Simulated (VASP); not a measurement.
# CaO (I4/mmm) in VASP: a series of runs

Runs on CaO. Level: LDA. Tasks: single point.

Everything below comes from runs of VASP 6.6.1. Logs are shortened: lines on timing, memory, paths and dates and some standing lists are left out, and cuts for length are marked.

## 1. The cell of the first run

It takes space group I4/mmm (No. 139, tetragonal). Conventional cell: a = 3.360 Å, b = 3.360 Å, c = 4.971 Å, α = 90.00°, β = 90.00°, γ = 90.00°. Ca (site symmetry 4/mmm) has 6 O at 2.38 to 2.49 Å within 3.1 Å. Within 3.1 Å of O (site symmetry 4/mmm) lie 6 Ca at 2.38 to 2.49 Å.

## 2. Single point, LDA (strain -0.030 along x and y, +0.015 along z)

File INCAR:

```
SYSTEM = CaO
PREC = Accurate
ENCUT = 520
EDIFF = 1E-7
ISMEAR = 0
SIGMA = 0.05
LREAL = .False.
LASPH = .True.
NELM = 80
ALGO = Normal
ISIF = 2
LWAVE = .False.
LCHARG = .False.
NBANDS = 15
```

File KPOINTS:

```
regular mesh
0
Gamma
  8 8 8
  0 0 0
```

File POSCAR:

```
CaO
1.0
    0.0000000000      2.3755300000      2.4857350000
    2.3755300000      0.0000000000      2.4857350000
    2.3755300000      2.3755300000      0.0000000000
Ca O
1 1
Direct
    0.0000000000      0.0000000000      0.0000000000
    0.5000000000      0.5000000000      0.5000000000
```

Potentials or basis: VASP PAW LDA potentials, release 64 (Ca_sv, O).

Launch:

```bash
$ cat potpaw_LDA.64/Ca_sv/POTCAR potpaw_LDA.64/O/POTCAR > POTCAR
$ mpirun -np 1 vasp_std > vasp.out
```

OUTCAR:

```text
SYSTEM = CaO
   PREC = Accurate
   ENCUT = 520
   EDIFF = 1E-7
   ISMEAR = 0
   LREAL = .False.
   LASPH = .True.
   NELM = 80
   ISIF = 2

 ion  position               nearest neighbor table
   1  0.000  0.000  0.000-   2 2.38   2 2.38   2 2.38   2 2.38   2 2.49   2 2.49
   2  0.500  0.500  0.500-   1 2.38   1 2.38   1 2.38   1 2.38   1 2.49   1 2.49

  LATTYP: Found a body centered tetragonal cell.
 ALAT       =     3.3595067438
 C/A-ratio  =     1.4798214081

  Lattice vectors:

 A1 = (  -2.3755300000,   0.0000000000,   2.4857350000)
 A2 = (   2.3755300000,   0.0000000000,   2.4857350000)
 A3 = (   0.0000000000,   2.3755300000,  -2.4857350000)

Analysis of symmetry for initial positions (statically):
=====================================================================
 Subroutine PRICEL returns:
 Original cell was already a primitive cell.

 Routine SETGRP: Setting up the symmetry group for a
 body centered tetragonal supercell.

 Subroutine GETGRP returns: Found 16 space group operations
 (whereof 16 operations were pure point group operations)
 out of a pool of 16 trial point group operations.

The static configuration has the point symmetry D_4h.

Analysis of symmetry for dynamics (positions and initial velocities):
=====================================================================
 Subroutine PRICEL returns:
 Original cell was already a primitive cell.

 Routine SETGRP: Setting up the symmetry group for a
 body centered tetragonal supercell.

 Subroutine GETGRP returns: Found 16 space group operations
 (whereof 16 operations were pure point group operations)
 out of a pool of 16 trial point group operations.

The dynamic configuration has the point symmetry D_4h.

 Subroutine INISYM returns: Found 16 space group operations
 (whereof 16 operations are pure point group operations),
 and found     1 'primitive' translations

----------------------------------------------------------------------------------------

                                     Primitive cell

  volume of cell :      28.0547

  direct lattice vectors                    reciprocal lattice vectors
     0.000000000  2.375530000  2.485735000    -0.210479346  0.210479346  0.201147749
     2.375530000  0.000000000  2.485735000     0.210479346 -0.210479346  0.201147749
     2.375530000  2.375530000  0.000000000     0.210479346  0.210479346 -0.201147749

  length of vectors
     3.438316633  3.438316633  3.359506744     0.359254126  0.359254126  0.359254126

  position of ions in fractional coordinates (direct lattice)
     0.000000000  0.000000000  0.000000000
     0.500000000  0.500000000  0.500000000

  ion indices of the primitive-cell ions
   primitive index   ion index
                 1           1
                 2           2

----------------------------------------------------------------------------------------

 KPOINTS: regular mesh

Automatic generation of k-mesh.
 Grid dimensions read from file:
 generate k-points for:    8    8    8

 Generating k-lattice:

  Cartesian coordinates                     Fractional coordinates (reciprocal lattice)
    -0.026309918  0.026309918  0.025143469     0.125000000  0.000000000  0.000000000
     0.026309918 -0.026309918  0.025143469     0.000000000  0.125000000  0.000000000
     0.026309918  0.026309918 -0.025143469    -0.000000000 -0.000000000  0.125000000

  Length of vectors
     0.044906766  0.044906766  0.044906766

  Shift w.r.t. Gamma in fractional coordinates (k-lattice)
     0.000000000  0.000000000  0.000000000

 Subroutine IBZKPT returns following result:
 ===========================================

 Found     59 irreducible k-points:

 Following reciprocal coordinates:
            Coordinates               Weight
  0.000000  0.000000  0.000000      1.000000
  0.125000 -0.000000  0.000000      8.000000
  0.250000 -0.000000  0.000000      8.000000
  0.375000 -0.000000  0.000000      8.000000
  0.500000 -0.000000  0.000000      4.000000
  0.125000  0.125000  0.000000      2.000000
[... 16 lines left out ...]
  0.250000 -0.000000  0.125000     16.000000
  0.375000 -0.000000  0.125000     16.000000
 [... further k-points ...]
   k-points           NKPTS =     59   k-points in BZ     NKDIM =     59   number of bands    NBANDS=     15
   number of dos      NEDOS =    301   number of ions     NIONS =      2
   total plane-waves  NPLWV =  21952
   dimension x,y,z NGX =    28 NGY =   28 NGZ =   28
   dimension x,y,z NGXF=    56 NGYF=   56 NGZF=   56
   ions per type =               1   1
   NGX,Y,Z   is equivalent  to a cutoff of  13.54, 13.54, 13.86 a.u.
   NGXF,Y,Z  is equivalent  to a cutoff of  27.08, 27.08, 27.71 a.u.
 SYSTEM =  CaO
   PREC   = accura    normal or accurate (medium, high low for compatibility)
   ISTART =      0    job   : 0-new  1-cont  2-samecut
   ICHARG =      2    charge: 1-file 2-atom 10-const
   ISPIN  =      1    spin polarized calculation?
   LNONCOLLINEAR =      F non collinear calculations
   LSORBIT =      F    spin-orbit coupling
   LASPH  =      T    aspherical Exc in radial PAW
   ENCUT  =  520.0 eV  38.22 Ry    6.18 a.u.   6.39  6.39  6.25*2*pi/ulx,y,z
   NELM   =     80;   NELMIN=  2; NELMDL= -5     # of ELM steps
   EDIFF  = 0.1E-06   stopping-criterion for ELM
   LREAL  =      F    real-space projection
   EDIFFG = 0.1E-05   stopping-criterion for IOM
   NSW    =      0    number of steps for IOM
   IBRION =     -1    ionic relax: 0-MD 1-quasi-New 2-CG
   NFREE  =      0    steps in history (QN), initial steepest desc. (CG)
   ISIF   =      2    stress and relaxation
   ISYM   =      2    0-nonsym 1-usesym 2-fastsym
   POTIM  = 0.5000    time-step for ionic-motion
   TEBEG  =    0.0;   TEEND  =   0.0 temperature during run
   PSTRESS=    0.0 pullay stress
   NELECT =      16.0000    total number of electrons
   NUPDOWN=      -1.0000    fix difference up-down
   EMIN   =  10.00;   EMAX   =-10.00  energy-range for DOS
   EFERMI =   0.00;   METHOD = LEGACY
   ISMEAR =     0;   SIGMA  =   0.05  broadening in eV -4-tet -1-fermi 0-gaus
   EFERMI_NEDOS =   21; number of points for ismear=-14 and -15
   IALGO  =     38    algorithm
   IMIX   =      4    mixing-type and parameters
     AMIX     =   0.40;   BMIX     =  1.00
     AMIX_MAG =   1.60;   BMIX_MAG =  1.00
  volume/ion in A,a.u.               =      14.03        94.66
  Fermi-wavevector in a.u.,A,eV,Ry     =   1.357624  2.565538 25.077486  1.843143
  Thomas-Fermi vector in A             =   2.484527
   LORBIT       =      0    0 simple, 1 ext, 2 COOP (PROOUT), +10 PAW based schemes
   GGA     = CA    functional components
   LHFCALC =     F    Hartree Fock is set to
   AEXX    =    0.0000 exact exchange contribution
   IVDW    =     0    specifies the selected vdW correction
   LEPSILON=     F    determine dielectric tensor
   LRPA    =     F    only Hartree local field effects (RPA)
 non-spin polarized calculation
 Gauss-broadening in eV      SIGMA  =   0.05
  energy-cutoff  :      520.00
  volume of cell :       28.05
 maximum number of plane-waves:       772
 NGX is ok and might be reduce to    28
   NGX = 13   NGY = 13   NGZ = 13

 number of electron      16.0000002 magnetization

 Free energy of the ion-electron system (eV)
  ---------------------------------------------------
  ext. energy  EPLUGINS =         0.00000000
  ---------------------------------------------------
  free energy    TOTEN  =       -14.16500728 eV

  energy without entropy =      -14.16500728  energy(sigma->0) =      -14.16500728

 E-fermi :   2.2047     XC(G=0): -10.9740

 val. band max:        1.9881685587   @ k =   0.0000   0.0000   0.0000
 cond. band min:       5.3826690141   @ k =   0.5000   0.0000   0.5000
 fundamental gap:      3.3945004554
 Fermi energy:         2.2047206927

 k-point     1 :       0.0000    0.0000    0.0000
  band No.  band energies     occupation
      1     -35.1386      2.00000
      2     -16.2167      2.00000
      3     -16.1850      2.00000
      4     -16.1850      2.00000
      5     -13.2393      2.00000
      6       1.8846      2.00000
      7       1.9882      2.00000
      8       1.9882      2.00000
      9       6.3591      0.00000
     10       7.8371      0.00000
     11       8.1566      0.00000
     12       8.1566      0.00000
     13       9.4632      0.00000
     14       9.7915      0.00000
     15      16.7233      0.00000

 k-point     2 :       0.1250   -0.0000    0.0000
  band No.  band energies     occupation
      1     -35.1231      2.00000
      2     -16.4085      2.00000
      3     -16.2197      2.00000
      4     -16.1895      2.00000
      5     -13.0120      2.00000
      6       1.3993      2.00000
      7       1.7149      2.00000
      8       1.7681      2.00000
      9       7.0376      0.00000
     10       7.9614      0.00000
     11       8.2729      0.00000
     12       8.4079      0.00000
     13       9.8299      0.00000
     14      10.1729      0.00000
     15      17.3248      0.00000

 k-point     3 :       0.2500   -0.0000    0.0000
  band No.  band energies     occupation
      1     -35.0853      2.00000
      2     -16.8371      2.00000
      3     -16.2491      2.00000
      4     -16.2004      2.00000
      5     -12.5489      2.00000
      6       0.3866      2.00000
      7       1.2640      2.00000
      8       1.2976      2.00000
      9       8.0533      0.00000
     10       8.4869      0.00000
     11       8.9754      0.00000
     12       9.0701      0.00000
     13      10.7084      0.00000
     14      11.0850      0.00000
     15      17.6469      0.00000
[... 343 lines left out ...]
 k-point    23 :       0.2500   -0.0000    0.1250
  band No.  band energies     occupation
      1     -35.0860      2.00000
      2     -16.7320      2.00000
      3     -16.2785      2.00000
      4     -16.2436      2.00000
      5     -12.6274      2.00000
      6       0.4416      2.00000
      7       1.4221      2.00000
      8       1.5512      2.00000
      9       7.3401      0.00000
     10       7.9761      0.00000
     11       9.1808      0.00000
     12       9.3690      0.00000
     13      10.2291      0.00000
     14      11.5137      0.00000
     15      18.1303      0.00000

 k-point    24 :       0.3750   -0.0000    0.1250
  band No.  band energies     occupation
      1     -35.0481      2.00000
      2     -17.0628      2.00000
      3     -16.3074      2.00000
      4     -16.2593      2.00000
      5     -12.3065      2.00000
      6      -0.1404      2.00000
      7       0.9464      2.00000
      8       1.1415      2.00000
      9       7.6894      0.00000
     10       9.1691      0.00000
     11       9.9656      0.00000
     12      10.1010      0.00000
     13      11.1731      0.00000
     14      12.3087      0.00000
     15      16.9723      0.00000

 [... further k-points ...]
[... 5 lines left out ...]
  --------------------------------------------------------------------------------------
  -------------------------------------------------------------------------------------
  Total       -0.8582708     -0.8582708     -1.8476353      0.0000000      0.0000000     -0.0000000
  in kB      -49.0150039    -49.0150039   -105.5166440      0.0000000      0.0000000     -0.0000000
  external PRESSURE =     -67.8488839 kB  Pullay stress =       0.0000000 kB

 VOLUME and BASIS-vectors are now :
 -----------------------------------------------------------------------------
  energy-cutoff  :      520.00
  volume of cell :       28.05
      direct lattice vectors                 reciprocal lattice vectors
     0.000000000  2.375530000  2.485735000    -0.210479346  0.210479346  0.201147749
     2.375530000  0.000000000  2.485735000     0.210479346 -0.210479346  0.201147749
     2.375530000  2.375530000  0.000000000     0.210479346  0.210479346 -0.201147749

 POSITION                                       TOTAL-FORCE (eV/Angst)
 -----------------------------------------------------------------------------------
      0.00000      0.00000      0.00000        -0.000000      0.000000      0.000000
      2.37553      2.37553      2.48574         0.000000     -0.000000      0.000000
 -----------------------------------------------------------------------------------
    total drift:                                0.000000      0.000000      0.000000

  FREE ENERGIE OF THE ION-ELECTRON SYSTEM (eV)
  ---------------------------------------------------
  free  energy   TOTEN  =       -14.1650072800 eV

  energy  without entropy=      -14.1650072800  energy(sigma->0) =      -14.16500728
```

It took 15 s on 1 thread of Intel Xeon Platinum 8559C (Emerald Rapids), shared host; peak memory 0.16 GiB.

What came out:

```yaml
Free_energy: -14.1650 eV
Pressure: -6.8 GPa
Band_gap_on_the_k_mesh: 3.39 eV, indirect (least direct gap 3.80 eV)
```

Stress tensor (GPa, compression positive):
```
 -4.90   0.00   0.00
  0.00  -4.90   0.00
  0.00   0.00 -10.55
```

Levels at points of the mesh, in eV from the valence-band top:
| k point | band 6 | band 7 | band 8 | band 9 | band 10 | band 11 |
| --- | --- | --- | --- | --- | --- | --- |
| (0.00, 0.00, 0.00) | -0.10 | 0.00 | 0.00 | 4.37 | 5.85 | 6.17 |
| (0.50, 0.00, 0.00) | -2.72 | -1.26 | -1.25 | 6.87 | 8.18 | 8.22 |
| (0.50, 0.50, 0.00) | -1.51 | -0.34 | -0.34 | 3.52 | 7.89 | 8.80 |
| (0.50, 0.00, 0.50) | -1.26 | -0.49 | -0.40 | 3.39 | 7.87 | 8.85 |

Caveat: the cell differs from its parent crystal (strain -0.030 along x and y, +0.015 along z). A k mesh can miss the band edges.

## 3. Single point, LDA (strain -0.015 along x and y, -0.030 along z)

File INCAR:

```
SYSTEM = CaO
PREC = Accurate ; ENCUT = 520
EDIFF = 1E-6 ; ISMEAR = 0
SIGMA = 0.05 ; LREAL = .False.
LASPH = .True. ; NELM = 80
ALGO = Normal ; ISIF = 2
LWAVE = .False. ; LCHARG = .False.
GGA = CA ; NBANDS = 15
```

File KPOINTS:

```
Automatic mesh
0
Gamma
  8 8 8
  0 0 0
```

File POSCAR:

```
CaO
1.0
    0.0000000000      2.4122650000      2.3755300000
    2.4122650000      0.0000000000      2.3755300000
    2.4122650000      2.4122650000      0.0000000000
Ca O
1 1
Direct
    0.0000000000      0.0000000000      0.0000000000
    0.5000000000      0.5000000000      0.5000000000
```

Potentials or basis: VASP PAW LDA potentials, release 64 (Ca_sv, O).

Launch:

```bash
$ cat potpaw_LDA.64/Ca_sv/POTCAR potpaw_LDA.64/O/POTCAR > POTCAR
$ mpirun -np 1 vasp_std > vasp.out
```

Wall time 13 s (1 thread of Intel Xeon Platinum 8559C (Emerald Rapids), shared host); peak memory 0.15 GiB.

It converged, with:

- Free energy: -14.1946 eV
- Pressure: -5.7 GPa
- Band gap on the k mesh: 3.40 eV, indirect (least direct gap 3.82 eV)

Stress tensor (GPa, compression positive):
```
-6.52  0.00  0.00
 0.00 -6.52  0.00
 0.00  0.00 -4.17
```

Levels at points of the mesh, in eV from the valence-band top:
| k point | band 5 | band 6 | band 7 | band 8 | band 9 | band 10 | band 11 | band 12 |
| --- | --- | --- | --- | --- | --- | --- | --- | --- |
| (0.00, 0.00, 0.00) | -15.24 | -0.04 | -0.04 | 0.00 | 4.56 | 6.06 | 6.06 | 6.16 |
| (0.50, 0.00, 0.00) | -13.97 | -2.75 | -1.27 | -1.27 | 6.95 | 8.30 | 8.31 | 8.31 |
| (0.50, 0.50, 0.00) | -14.99 | -1.27 | -0.43 | -0.43 | 3.40 | 8.03 | 8.87 | 9.54 |
| (0.50, 0.00, 0.50) | -14.99 | -1.37 | -0.41 | -0.37 | 3.45 | 8.00 | 8.88 | 9.48 |

Caveat: the cell differs from its parent crystal (strain -0.015 along x and y, -0.030 along z).

## 4. Single point, LDA (strain -0.030 along x and y, +0.030 along z)

File INCAR:

```
SYSTEM = CaO
PREC = Accurate ; ENCUT = 520
EDIFF = 1E-7 ; ISMEAR = 0
SIGMA = 0.05 ; LREAL = .False.
LASPH = .True. ; NELM = 100
ALGO = Normal ; ISIF = 2
LWAVE = .False. ; LCHARG = .False.
NBANDS = 15
```

File KPOINTS:

```
regular mesh
0
Gamma
  8 8 8
  0 0 0
```

File POSCAR:

```
CaO
1.0
    0.0000000000      2.3755300000      2.5224700000
    2.3755300000      0.0000000000      2.5224700000
    2.3755300000      2.3755300000      0.0000000000
Ca O
1 1
Direct
    0.0000000000      0.0000000000      0.0000000000
    0.5000000000      0.5000000000      0.5000000000
```

Launch:

```bash
$ cat potpaw_LDA.64/Ca_sv/POTCAR potpaw_LDA.64/O/POTCAR > POTCAR
$ mpirun -np 1 vasp_std > vasp.out
```

Run time: 15 s. Hardware: 1 thread of Intel Xeon Platinum 8559C (Emerald Rapids), shared host; peak memory 0.16 GiB.

It converged, with:

- Free energy: -14.1359 eV
- Pressure: -7.8 GPa
- Band gap on the k mesh: 3.39 eV, indirect (least direct gap 3.81 eV)

Stress tensor (GPa, compression positive):
```
 -5.61   0.00   0.00
  0.00  -5.61   0.00
  0.00   0.00 -12.23
```

Levels at points of the mesh, in eV from the valence-band top:
```csv
k point,band 6,band 7,band 8,band 9,band 10,band 11
"(0.00, 0.00, 0.00)",-0.13,0.00,0.00,4.20,5.75,6.17
"(0.50, 0.00, 0.00)",-2.70,-1.24,-1.24,6.79,8.06,8.14
"(0.50, 0.50, 0.00)",-1.57,-0.32,-0.32,3.55,7.79,8.72
"(0.50, 0.00, 0.50)",-1.25,-0.52,-0.42,3.39,7.73,8.80
```

Caveat: the cell differs from its parent crystal (strain -0.030 along x and y, +0.030 along z). A k mesh can miss the band edges.

(Part 1 of 2 ends here.)
